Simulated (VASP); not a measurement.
# Sc (P6_3/mmc) in VASP: notebook

Sc is run at these levels: PBE; tasks: relaxation of cell and atoms, single point.

Everything below comes from runs of VASP 6.6.1. Logs are shortened: lines on timing, memory, paths and dates and some standing lists are left out, and cuts for length are marked.

## 1. The cell of the first run

It takes space group P6_3/mmc (No. 194, hexagonal). Conventional cell: a = 3.309 Å, b = 3.309 Å, c = 5.273 Å, α = 90.00°, β = 90.00°, γ = 120.00°. Sc (site symmetry -6m2) has 12 Sc at 3.26 to 3.31 Å within 4.3 Å.

## 2. Relaxation of cell and atoms, PBE

The input, INCAR:

```
SYSTEM = Sc
PREC     = Accurate       ! precision mode
ENCUT    = 500            ! plane-wave cutoff, eV
EDIFF    = 1E-7           ! SCF threshold, eV
ISMEAR   = -1             ! smearing method
SIGMA    = 0.1            ! smearing width, eV
LREAL    = .False.        ! projectors in reciprocal space
LASPH    = .True.         ! aspherical terms in the spheres
NELM     = 120            ! most SCF steps
ALGO     = Normal         ! electronic algorithm
ISIF     = 3              ! what is computed and relaxed
LWAVE    = .False.        ! write WAVECAR
LCHARG   = .False.        ! write CHGCAR
GGA      = PE             ! functional
IBRION   = 2              ! ionic algorithm
NSW      = 80             ! ionic steps
EDIFFG   = -0.01          ! ionic threshold
GGA_COMPAT= .False.      
NELMIN   = 4
```

The input, KPOINTS:

```
regular mesh
0
Gamma
  11 11 6
  0 0 0
```

The input, POSCAR:

```
Sc
1.0
    3.3090008396      0.0000000000      0.0000000000
   -1.6545004198      2.8656787882      0.0000000000
    0.0000000000      0.0000000000      5.2733000000
Sc
2
Direct
    0.3333333333      0.6666666667      0.2500000000
    0.6666666667      0.3333333333      0.7500000000
```

Potentials or basis: VASP PAW PBE potentials, release 64 (Sc_sv).

Run with:

```
$ cat potpaw_PBE.64/Sc_sv/POTCAR > POTCAR
$ mpirun -np 1 vasp_std > vasp.out
```

OUTCAR:

```text
SYSTEM = Sc
   PREC = Accurate
   ENCUT = 500
   EDIFF = 1E-7
   ISMEAR = -1
   LREAL = .False.
   LASPH = .True.
   NELM = 120
   ISIF = 3
   GGA = PE
   IBRION = 2
   NSW = 80
   EDIFFG = -0.01
   NELMIN = 4

 ion  position               nearest neighbor table
   1  0.333  0.667  0.250-   2 3.26   2 3.26   2 3.26   2 3.26   2 3.26   2 3.26
   2  0.667  0.333  0.750-   1 3.26   1 3.26   1 3.26   1 3.26   1 3.26   1 3.26

  LATTYP: Found a hexagonal cell.
 ALAT       =     3.3090008396
 C/A-ratio  =     1.5936230468

  Lattice vectors:

 A1 = (   3.3090008396,   0.0000000000,   0.0000000000)
 A2 = (  -1.6545004198,   2.8656787882,   0.0000000000)
 A3 = (   0.0000000000,   0.0000000000,   5.2733000000)

Analysis of symmetry for initial positions (statically):
=====================================================================
 Subroutine PRICEL returns:
 Original cell was already a primitive cell.

 Routine SETGRP: Setting up the symmetry group for a
 hexagonal supercell.

 Subroutine GETGRP returns: Found 24 space group operations
 (whereof 12 operations were pure point group operations)
 out of a pool of 24 trial point group operations.

The static configuration has the point symmetry D_3d.
 The point group associated with its full space group is D_6h.

Analysis of symmetry for dynamics (positions and initial velocities):
=====================================================================
 Subroutine PRICEL returns:
 Original cell was already a primitive cell.

 Routine SETGRP: Setting up the symmetry group for a
 hexagonal supercell.

 Subroutine GETGRP returns: Found 24 space group operations
 (whereof 12 operations were pure point group operations)
 out of a pool of 24 trial point group operations.

The dynamic configuration has the point symmetry D_3d.
 The point group associated with its full space group is D_6h.

 Subroutine INISYM returns: Found 24 space group operations
 (whereof 12 operations are pure point group operations),
 and found     1 'primitive' translations

----------------------------------------------------------------------------------------

                                     Primitive cell

  volume of cell :      50.0042

  direct lattice vectors                    reciprocal lattice vectors
     3.309000840  0.000000000  0.000000000     0.302206028  0.174478732  0.000000000
    -1.654500420  2.865678788  0.000000000     0.000000000  0.348957463  0.000000000
     0.000000000  0.000000000  5.273300000     0.000000000  0.000000000  0.189634574

  length of vectors
     3.309000840  3.309000840  5.273300000     0.348957463  0.348957463  0.189634574

  position of ions in fractional coordinates (direct lattice)
     0.333333333  0.666666667  0.250000000
     0.666666667  0.333333333  0.750000000

  ion indices of the primitive-cell ions
   primitive index   ion index
                 1           1
                 2           2

----------------------------------------------------------------------------------------

 KPOINTS: regular mesh

Automatic generation of k-mesh.
 Grid dimensions read from file:
 generate k-points for:   11   11    6

 Generating k-lattice:

  Cartesian coordinates                     Fractional coordinates (reciprocal lattice)
     0.027473275  0.015861703  0.000000000     0.090909091  0.000000000  0.000000000
     0.000000000  0.031723406  0.000000000     0.000000000  0.090909091  0.000000000
     0.000000000  0.000000000  0.031605762     0.000000000  0.000000000  0.166666667

  Length of vectors
     0.031723406  0.031723406  0.031605762

  Shift w.r.t. Gamma in fractional coordinates (k-lattice)
     0.000000000  0.000000000  0.000000000

 Subroutine IBZKPT returns following result:
 ===========================================

 Found     64 irreducible k-points:

 Following reciprocal coordinates:
            Coordinates               Weight
  0.000000  0.000000  0.000000      1.000000
  0.090909  0.000000  0.000000      6.000000
  0.181818  0.000000  0.000000      6.000000
  0.272727  0.000000  0.000000      6.000000
  0.363636 -0.000000  0.000000      6.000000
  0.454545  0.000000  0.000000      6.000000
[... 16 lines left out ...]
  0.090909  0.090909  0.166667     12.000000
  0.181818  0.090909  0.166667     24.000000
 [... further k-points ...]
   k-points           NKPTS =     64   k-points in BZ     NKDIM =     64   number of bands    NBANDS=     15
   number of dos      NEDOS =    301   number of ions     NIONS =      2
   total plane-waves  NPLWV =  23040
   dimension x,y,z NGX =    24 NGY =   24 NGZ =   40
   dimension x,y,z NGXF=    48 NGYF=   48 NGZF=   80
   ions per type =               2
   NGX,Y,Z   is equivalent  to a cutoff of  12.06, 12.06, 12.61 a.u.
   NGXF,Y,Z  is equivalent  to a cutoff of  24.12, 24.12, 25.22 a.u.
 SYSTEM =  Sc
   PREC   = accura    normal or accurate (medium, high low for compatibility)
   ISTART =      0    job   : 0-new  1-cont  2-samecut
   ICHARG =      2    charge: 1-file 2-atom 10-const
   ISPIN  =      1    spin polarized calculation?
   LNONCOLLINEAR =      F non collinear calculations
   LSORBIT =      F    spin-orbit coupling
   LASPH  =      T    aspherical Exc in radial PAW
   ENCUT  =  500.0 eV  36.75 Ry    6.06 a.u.   6.03  6.03  9.61*2*pi/ulx,y,z
   NELM   =    120;   NELMIN=  4; NELMDL= -5     # of ELM steps
   EDIFF  = 0.1E-06   stopping-criterion for ELM
   LREAL  =      F    real-space projection
   EDIFFG = -.1E-01   stopping-criterion for IOM
   NSW    =     80    number of steps for IOM
   IBRION =      2    ionic relax: 0-MD 1-quasi-New 2-CG
   NFREE  =      1    steps in history (QN), initial steepest desc. (CG)
   ISIF   =      3    stress and relaxation
   ISYM   =      2    0-nonsym 1-usesym 2-fastsym
   POTIM  = 0.5000    time-step for ionic-motion
   TEBEG  =    0.0;   TEEND  =   0.0 temperature during run
   PSTRESS=    0.0 pullay stress
   NELECT =      22.0000    total number of electrons
   NUPDOWN=      -1.0000    fix difference up-down
   EMIN   =  10.00;   EMAX   =-10.00  energy-range for DOS
   EFERMI =   0.00;   METHOD = LEGACY
   ISMEAR =    -1;   SIGMA  =   0.10  broadening in eV -4-tet -1-fermi 0-gaus
   EFERMI_NEDOS =   21; number of points for ismear=-14 and -15
   IALGO  =     38    algorithm
   IMIX   =      4    mixing-type and parameters
     AMIX     =   0.40;   BMIX     =  1.00
     AMIX_MAG =   1.60;   BMIX_MAG =  1.00
  volume/ion in A,a.u.               =      25.00       168.72
  Fermi-wavevector in a.u.,A,eV,Ry     =   1.245126  2.352948 21.093652  1.550340
  Thomas-Fermi vector in A             =   2.379363
   LORBIT       =      0    0 simple, 1 ext, 2 COOP (PROOUT), +10 PAW based schemes
   GGA     = PE    functional components
   LHFCALC =     F    Hartree Fock is set to
   AEXX    =    0.0000 exact exchange contribution
   IVDW    =     0    specifies the selected vdW correction
   LEPSILON=     F    determine dielectric tensor
   LRPA    =     F    only Hartree local field effects (RPA)
 conjugate gradient relaxation of ions
 non-spin polarized calculation
  energy-cutoff  :      500.00
  volume of cell :       50.00
 maximum number of plane-waves:      1296
   NGX = 13   NGY = 13   NGZ = 19

--------------------------------------- Ionic step        1  -------------------------------------------

 number of electron      22.0000007 magnetization

 Free energy of the ion-electron system (eV)
  ---------------------------------------------------
  ext. energy  EPLUGINS =         0.00000000
  ---------------------------------------------------
  free energy    TOTEN  =       -12.56007056 eV

  energy without entropy =      -12.43042839  energy(sigma->0) =      -12.49524947

------------------------ aborting loop because EDIFF is reached ----------------------------------------

  FORCE on cell =-STRESS in cart. coord.  units (eV):
  Direction    XX          YY          ZZ          XY          YZ          ZX
  --------------------------------------------------------------------------------------
  -------------------------------------------------------------------------------------
  Total       -0.0256192     -0.0256192     -0.4424056      0.0000000      0.0000000     -0.0000000
  in kB       -0.8208618     -0.8208618    -14.1750421      0.0000000      0.0000000     -0.0000000
  external PRESSURE =      -5.2722552 kB  Pullay stress =       0.0000000 kB

 VOLUME and BASIS-vectors are now :
 -----------------------------------------------------------------------------
  energy-cutoff  :      500.00
  volume of cell :       50.00
      direct lattice vectors                 reciprocal lattice vectors
     3.309000840  0.000000000  0.000000000     0.302206028  0.174478732  0.000000000
    -1.654500420  2.865678788  0.000000000     0.000000000  0.348957463  0.000000000
     0.000000000  0.000000000  5.273300000     0.000000000  0.000000000  0.189634574
[... 73 lines left out ...]
 POSITION                                       TOTAL-FORCE (eV/Angst)
 -----------------------------------------------------------------------------------
     -0.00000      1.90894      1.30031         0.000000      0.000000      0.000000
      1.65319      0.95447      3.90094        -0.000000      0.000000     -0.000000
 -----------------------------------------------------------------------------------
    total drift:                               -0.000000      0.000000     -0.000000

  FREE ENERGIE OF THE ION-ELECTRON SYSTEM (eV)
  ---------------------------------------------------
  free  energy   TOTEN  =       -12.5631748140 eV

  energy  without entropy=      -12.4370881663  energy(sigma->0) =      -12.50013149

--------------------------------------- Ionic step        4  -------------------------------------------

 number of electron      22.0000000 magnetization

 Free energy of the ion-electron system (eV)
  ---------------------------------------------------
  ext. energy  EPLUGINS =         0.00000000
  ---------------------------------------------------
  free energy    TOTEN  =       -12.56365850 eV

  energy without entropy =      -12.43789019  energy(sigma->0) =      -12.50077434

 E-fermi :   3.6633     XC(G=0):  -9.8649

 val. band max:        3.6478609076   @ k =   0.1818   0.1818   0.3333
 cond. band min:       3.6657907193   @ k =   0.3636   0.1818   0.3333
 fundamental gap:      0.0179298117
 Fermi energy:         3.6632615793

 k-point     1 :       0.0000    0.0000    0.0000
  band No.  band energies     occupation
      1     -45.7587      2.00000
      2     -45.6898      2.00000
      3     -24.5869      2.00000
      4     -24.2445      2.00000
      5     -24.2445      2.00000
      6     -24.1800      2.00000
      7     -24.1800      2.00000
      8     -24.1600      2.00000
      9      -1.4608      2.00000
     10       2.0274      2.00000
     11       4.2334      0.00666
     12       5.2588      0.00000
     13       5.2588      0.00000
     14       5.4850      0.00000
     15       5.6999      0.00000
[... 397 lines left out ...]
 k-point    24 :       0.1818    0.0909    0.1667
  band No.  band energies     occupation
      1     -45.7318      2.00000
      2     -45.6864      2.00000
      3     -24.5090      2.00000
      4     -24.3459      2.00000
      5     -24.3280      2.00000
      6     -24.2756      2.00000
      7     -24.2114      2.00000
      8     -24.1970      2.00000
      9      -0.1141      2.00000
     10       2.6106      1.99995
     11       3.5299      1.58279
     12       4.1866      0.01061
     13       5.1119      0.00000
     14       5.2669      0.00000
     15       5.4920      0.00000

 [... further k-points ...]

------------------------ aborting loop because EDIFF is reached ----------------------------------------

  FORCE on cell =-STRESS in cart. coord.  units (eV):
  Direction    XX          YY          ZZ          XY          YZ          ZX
  --------------------------------------------------------------------------------------
  -------------------------------------------------------------------------------------
  Total        0.0153083      0.0153083     -0.0050711     -0.0000000      0.0000000      0.0000000
  in kB        0.4960690      0.4960690     -0.1643299     -0.0000000      0.0000000      0.0000000
  external PRESSURE =       0.2759361 kB  Pullay stress =       0.0000000 kB

 VOLUME and BASIS-vectors are now :
 -----------------------------------------------------------------------------
  energy-cutoff  :      500.00
  volume of cell :       49.44
      direct lattice vectors                 reciprocal lattice vectors
     3.316845971  0.000000000 -0.000000000     0.301491239  0.174066048  0.000000000
    -1.658422986  2.872472871  0.000000000     0.000000000  0.348132095  0.000000000
     0.000000000 -0.000000000  5.189373494     0.000000000 -0.000000000  0.192701489

 POSITION                                       TOTAL-FORCE (eV/Angst)
 -----------------------------------------------------------------------------------
     -0.00000      1.91498      1.29734         0.000000     -0.000000     -0.000000
      1.65842      0.95749      3.89203        -0.000000      0.000000      0.000000
 -----------------------------------------------------------------------------------
    total drift:                               -0.000000      0.000000     -0.000000

  FREE ENERGIE OF THE ION-ELECTRON SYSTEM (eV)
  ---------------------------------------------------
  free  energy   TOTEN  =       -12.5636584994 eV

  energy  without entropy=      -12.4378901865  energy(sigma->0) =      -12.50077434

 reached required accuracy - stopping structural energy minimisation
```

Run time: 2.8 min. Hardware: 1 thread of Intel Xeon 8259CL, shared host; peak memory 0.19 GiB.

What came out:

```
Free energy                           : -12.5637 eV
Relaxed volume                        : 24.72 Å³/atom
Relaxed cell                          : a = 3.317 Å, b = 3.317 Å, c = 5.189 Å, α = 90.00°, β = 90.00°, γ = 120.00°
Space group after relaxing (to 0.1 Å) : P6_3/mmc (No. 194)
Energy gained by relaxing             : 1.8 meV/atom
Ionic steps                           : 4
Pressure after relaxing               : 0.0 GPa
Band gap on the k mesh                : zero (bands 11 and 12 overlap by 1.45 eV)
```

The path:
```tsv
step	energy change (eV)	largest force (eV/Å)	pressure (GPa)	volume (Å³)
1	0.0000	0.0000	-0.53	50.00
2	-0.0029	0.0000	0.08	49.41
3	-0.0031	0.0000	0.26	49.24
4	-0.0036	0.0000	0.03	49.44
```

Final structure:
```xyz
2
Lattice="3.3168 0.0000 0.0000 -1.6584 2.8725 0.0000 0.0000 0.0000 5.1894" Properties=species:S:1:pos:R:3 pbc="T T T"
Sc    0.0000    1.9150    1.2973
Sc    1.6584    0.9575    3.8920
```

## 3. Single point, PBE, non-collinear spin, zero start, spin-orbit coupling

This run uses another cell than the first one, of 24.73 Å³/atom.

The input, INCAR:

```
PREC = Accurate
ENCUT = 500
EDIFF = 1E-6
ISMEAR = -1
SIGMA = 0.1
LREAL = F
LASPH = T
NELM = 200
ALGO = Normal
ISIF = 2
LWAVE = F
LCHARG = F
MAGMOM = 0 0 0 0 0 0
LORBIT = 11
LSORBIT = T
GGA_COMPAT = F
LORBMOM = T
LMAXMIX = 4
GGA = PE
NBANDS = 34
```

The input, KPOINTS:

```
regular mesh
0
Gamma
  11 11 6
```

The input, POSCAR:

```
Sc
1.0
    3.3193628924      0.0000000000      0.0000000000
   -1.6596814462      2.8746525892      0.0000000000
    0.0000000000      0.0000000000      5.1842605006
Sc
2
Direct
    0.3333333333      0.6666666667      0.2500000000
    0.6666666667      0.3333333333      0.7500000000
```

Potentials or basis: VASP PAW PBE potentials, release 64 (Sc_sv).

Run with:

```
$ cat potpaw_PBE.64/Sc_sv/POTCAR > POTCAR
$ mpirun -np 1 vasp_ncl > vasp.out
```

Wall time 4.1 min (1 thread of Intel Xeon 8259CL, shared host); peak memory 0.33 GiB.

The run converged. Its results:

- Free energy: -12.5707 eV
- Pressure: 0.0 GPa
- Net moment: 0.00 μB per cell
- Valence electrons inside the program's atomic spheres: Sc 9.38

Moments on the atoms (μB; x, y, z):
```
Sc  0.00 0.00 0.00
Sc  0.00 0.00 0.00
```

## 4. Single point, PBE (21.77 Å³/atom)

This run uses another cell than the first one, of 21.77 Å³/atom.

The input, INCAR:

```
  ALGO = Normal
  EDIFF = 1E-6
  ENCUT = 520
  GGA = PE
  ISIF = 2
  ISMEAR = -1
  LASPH = T
  LCHARG = F
  LREAL = F
  LWAVE = F
  NBANDS = 18
  NELM = 80
  PREC = Accurate
  SIGMA = 0.1
```

The input, KPOINTS:

```
k-points
0
Gamma
  18 18 10
```

The input, POSCAR:

```
Sc
1.0
    3.1808922551      0.0000000000      0.0000000000
   -1.5904461276      2.7547334996      0.0000000000
    0.0000000000      0.0000000000      4.9679937414
Sc
2
Direct
    0.3333333333      0.6666666667      0.2500000000
    0.6666666667      0.3333333333      0.7500000000
```

Run with:

```
$ cat potpaw_PBE.64/Sc_sv/POTCAR > POTCAR
$ mpirun -np 1 vasp_std > vasp.out
```

It took 2.5 min on 1 thread of Intel Xeon Platinum 8259CL at 2.50GHz (Skylake/Cascade Lake), shared host; peak memory 0.26 GiB.

The run converged. Its results:

```yaml
Free_energy: -12.4174 eV
Pressure: 8.5 GPa
Band_gap_on_the_k_mesh: zero (bands 11 and 12 overlap by 1.69 eV)
```

Stress tensor (GPa, compression positive):
```
8.63 0.00 0.00
0.00 8.63 0.00
0.00 0.00 8.22
```

Levels at points of the mesh, in eV from the Fermi level:
| k point | band 7 | band 8 | band 9 | band 10 | band 11 | band 12 | band 13 | band 14 | band 15 | band 16 |
| --- | --- | --- | --- | --- | --- | --- | --- | --- | --- | --- |
| (0.00, 0.00, 0.00) | -27.43 | -27.40 | -5.34 | -1.81 | 0.91 | 1.75 | 1.75 | 2.03 | 2.28 | 2.28 |
| (0.50, 0.00, 0.00) | -27.57 | -27.49 | -1.66 | -1.23 | -0.86 | -0.24 | 1.46 | 1.48 | 2.11 | 4.30 |
| (0.00, 0.00, 0.50) | -27.48 | -27.48 | -3.65 | -3.65 | 1.05 | 1.05 | 1.65 | 1.65 | 1.65 | 1.65 |
| (0.50, 0.00, 0.50) | -27.56 | -27.56 | -1.65 | -1.65 | 0.09 | 0.09 | 1.55 | 1.55 | 2.67 | 2.67 |

Caveat: the cell stands under pressure.

## 5. Summary

| task | spin | cell | k mesh | cutoff (eV) | gap on the mesh (eV) | pressure (GPa) |
| --- | --- | --- | --- | --- | --- | --- |
| relaxation of cell and atoms | off | relaxed from a = 3.309, b = 3.309, c = 5.273 Å, angles 90.0, 90.0, 120.0°, 2 atoms | 11 × 11 × 6 | 500 | none | 0.0 |
| single point | non-collinear, zero start, SOC | a = 3.319, b = 3.319, c = 5.184 Å, angles 90.0, 90.0, 120.0°, 2 atoms | 11 × 11 × 6 | 500 | - | 0.0 |
| single point | off | a = 3.181, b = 3.181, c = 4.968 Å, angles 90.0, 90.0, 120.0°, 2 atoms | 18 × 18 × 10 | 520 | none | 8.5 |

Alike in all rows: level PBE; potentials or basis VASP PAW PBE potentials, release 64 (Sc_sv); smearing fermi-dirac 0.1 eV.

Caveats: the cell stands under pressure (at least some runs).

Total energies depend on the potentials used, so only differences within one code and one set of settings carry meaning.
